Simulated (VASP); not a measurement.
Wanted: the native input for a VASP 6.6.1 run.

- Task: single point
- Functional: PBE
- Dispersion: D4
- Potentials or basis: VASP PAW PBE potentials, release 64 (Hf_pv, O)
- Cutoff: 520 eV
- k mesh: 9 × 9 × 9
- Occupations: fermi-dirac, width 0.05 eV
- Spin: no spin polarisation
- Dipole correction: no
- Further INCAR settings: ALGO = Normal; EDIFF = 1e-06; NBANDS = 18

The structure of HfO2 lies in POSCAR:

```
HfO2
1.0
    0.0000000000      2.5375675833      2.5375675833
    2.5375675833      0.0000000000      2.5375675833
    2.5375675833      2.5375675833      0.0000000000
Hf O
1 2
Direct
    0.0000000000      0.0000000000      0.0000000000
    0.7500000000      0.7500000000      0.7500000000
    0.2500000000      0.2500000000      0.2500000000
```

These files were run (other wordings do the same):

INCAR

```
PREC     = Accurate       # precision mode
ENCUT    = 520            # plane-wave cutoff, eV
EDIFF    = 1E-6           # SCF threshold, eV
ISMEAR   = -1             # smearing method
SIGMA    = 0.05           # smearing width, eV
LREAL    = False          # projectors in reciprocal space
LASPH    = True           # aspherical terms in the spheres
NELM     = 80             # most SCF steps
ALGO     = Normal         # electronic algorithm
ISIF     = 2              # what is computed and relaxed
LWAVE    = False          # write WAVECAR
LCHARG   = False          # write CHGCAR
GGA      = PE             # functional
IVDW     = 13             # dispersion correction
NBANDS   = 18             # bands
```

KPOINTS

```
Automatic mesh
0
Gamma
  9 9 9
```

Potentials or basis: VASP PAW PBE potentials, release 64 (Hf_pv, O).

Command:

```sh
$ cat potpaw_PBE.64/Hf_pv/POTCAR potpaw_PBE.64/O/POTCAR > POTCAR
$ mpirun -np 1 vasp_std > vasp.out
```

It gave:

The pressure is -3.8 GPa. The band gap on the k mesh is 3.90 eV (least direct gap 4.02 eV) and the dispersion energy per atom is -0.194 eV.

Caveat: the cell stands under tension; spin-orbit coupling is left out, which moves the levels of the heavy elements; an odd mesh through Γ misses points on the zone boundary, where band edges can lie.

It took 25 s on 1 thread of AMD EPYC 7R13 Processor (Zen 3) (shared host), peak memory 0.14 GiB.
